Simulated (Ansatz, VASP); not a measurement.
# Ca: VASP beside Ansatz

Contents of INCAR:

```
PREC = Accurate
ENCUT = 520
EDIFF = 1E-7
ISMEAR = 0
SIGMA = 0.1
LREAL = F
LASPH = T
NELM = 100
ALGO = Normal
ISIF = 2
LWAVE = F
LCHARG = T
GGA = PE
LELF = T
LVHAR = T
NBANDS = 28
```

Contents of KPOINTS:

```
regular mesh
0
Gamma
  4 2 4
```

POSCAR

```
Ca
1.0
    5.4628757296      0.0000000000      0.0000000000
    0.0000000000      9.0564793891      0.0000000000
    0.0000000000      0.0000000000      4.0732876307
Ca
4
Direct
    0.0205000000      0.2500000000      0.6348000000
    0.9795000000      0.7500000000      0.3652000000
    0.4795000000      0.7500000000      0.1348000000
    0.5205000000      0.2500000000      0.8652000000
```

Input for Ansatz:

```yaml
crystal:
  lattice:
    - [5.4628757296, 0.0, 0.0]
    - [0.0, 9.0564793891, 0.0]
    - [0.0, 0.0, 4.0732876307]
  atoms:
    - { symbol: Ca, position: [0.0205, 0.25, 0.6348] }
    - { symbol: Ca, position: [0.9795, 0.75, 0.3652] }
    - { symbol: Ca, position: [0.4795, 0.75, 0.1348] }
    - { symbol: Ca, position: [0.5205, 0.25, 0.8652] }
basis:
  ecutwfc: 420
kpoints:
  mp_grid: { grid: [4, 2, 4] }
hamiltonian:
  xc: pbe
scf:
  occupations: { method: gaussian, width: 0.1 }
  lower_state_search: "off"
output:
  forces: true
  stress: true
  eigenvalues: true
```

Alike in both runs: task single point; functional PBE; k mesh 4 × 2 × 4; occupations gaussian, width 0.1 eV; no spin polarisation.

|  | VASP | Ansatz |
| --- | --- | --- |
| version | VASP 6.6.1 | Ansatz 0.2.0 |
| potentials or method | VASP PAW PBE potentials, release 64 (Ca_sv), cutoff 520 eV | scalar-relativistic, plane waves, PAW |
| valence electrons in the cell | 40 | 40 |

Ansatz gave:

- gap on the k mesh at the Fermi level (eV): none
- pressure (GPa): 2.0
- traceless stress, the component that is largest in VASP (GPa): 11.62
- rms of the force components (eV/Å): 0.714

Question: Which values does VASP return?

Answer: gap on the k mesh at the Fermi level (eV): none; pressure (GPa): 2.0; traceless stress, the component that is largest in VASP (GPa): 11.66; rms of the force components (eV/Å): 0.716.

Atom by atom the forces differ by 0.003 eV/Å (rms over components). A gap of «none» marks a metal or a gap that the smearing closes.

The k mesh is coarse, so the values compare programs but aren't converged.
